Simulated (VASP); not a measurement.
Wanted: the native input for a VASP 6.6.1 run.

* Task: single point
* Functional: PBE
* Potentials or basis: VASP PAW PBE potentials, release 64 (Ru_pv)
* Cutoff: 520 eV
* k mesh: 16 × 16 × 16
* Occupations: fermi-dirac, width 0.05 eV
* Spin: collinear spin, ferromagnetic start
* Starting moments: [1.0] μB
* Dipole correction: no
* Further INCAR settings: ALGO = Normal; EDIFF = 1e-07; NBANDS = 17

The structure of Ru lies in POSCAR:

```
Ru
1.0
    0.0000000000      1.9551754593      1.9551754593
    1.9551754593      0.0000000000      1.9551754593
    1.9551754593      1.9551754593      0.0000000000
Ru
1
Direct
    0.0000000000      0.0000000000      0.0000000000
```

This isn't the form of Ru at room conditions, which is hcp.

One way to write it, as run:

INCAR

```
SYSTEM = Ru
ALGO = Normal
EDIFF = 1E-7
ENCUT = 520
GGA = PE
ISIF = 2
ISMEAR = -1
ISPIN = 2
LASPH = .True.
LCHARG = .False.
LMAXMIX = 4
LORBIT = 11
LREAL = .False.
LWAVE = .False.
MAGMOM = 1
NBANDS = 17
NELM = 150
PREC = Accurate
SIGMA = 0.05
```

KPOINTS

```
k-points
0
Gamma
  16 16 16
  0 0 0
```

Potentials or basis: VASP PAW PBE potentials, release 64 (Ru_pv).

The run is started by

```bash
$ cat potpaw_PBE.64/Ru_pv/POTCAR > POTCAR
$ mpirun -np 1 vasp_std > vasp.out
```

It gave:

* Pressure: -19.7 GPa
* Band gap on the k mesh: zero (filled and empty bands overlap)
* Net moment: 0.00 μB per cell
* Valence electrons inside the program's atomic spheres: Ru 12.49

Caveat: the cell stands under tension.

Run time: 85 s on 1 thread of Intel Xeon 8259CL (shared host), peak memory 0.19 GiB.
